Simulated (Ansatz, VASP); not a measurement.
**MgFeC4N4: VASP beside Ansatz**

```
Mg Fe C N
1.0
     5.98135    0.00000    0.00000
     0.00000    5.98135    0.00000
     0.00000    0.00000    5.98135
Mg Fe C N
1 1 4 4
Direct
  0.00000 0.00000 0.00000
  0.50000 0.50000 0.50000
  0.19112 0.19112 0.19112
  0.19112 0.80888 0.80888
  0.80888 0.19112 0.80888
  0.80888 0.80888 0.19112
  0.30405 0.30405 0.30405
  0.30405 0.69595 0.69595
  0.69595 0.30405 0.69595
  0.69595 0.69595 0.30405
```

Alike in both runs: task single point; functional PBE; k mesh 4 × 4 × 4; occupations gaussian, width 0.1 eV; collinear spin.

|  | VASP | Ansatz |
| --- | --- | --- |
| version | VASP 6.6.1 | Ansatz 0.2.0 |
| potentials or method | VASP PAW PBE potentials, release 64 (Mg, Fe, C, N), cutoff 520 eV | scalar-relativistic, plane waves, PAW |
| valence electrons in the cell | 46 | 62 |

VASP gave:

- gap on the k mesh at the Fermi level (eV): none
- pressure (GPa): 3.4
- rms of the force components (eV/Å): 0.824
- net moment per atom (μB): 0.40
- size of the moment on the site where the two differ most (μB): 3.52

Q: Which values does Ansatz return?

A: gap on the k mesh at the Fermi level (eV): none; pressure (GPa): 3.0; rms of the force components (eV/Å): 0.922; net moment per atom (μB): 0.40; size of the moment on the site where the two differ most (μB): 3.23.

Site moments also hang on the region over which each program counts them. Atom by atom the forces differ by 0.184 eV/Å (rms over components). A gap of «none» marks a metal or a gap that the smearing closes. With one functional, cell and mesh, what is left measures potentials, basis and numerics. VASP's potentials hold 46 valence electrons a cell and Ansatz's 62, so a difference there can come from the potentials and not from the codes.

Noted on VASP's run: the standard files for N, O and F lose accuracy on very short bonds.
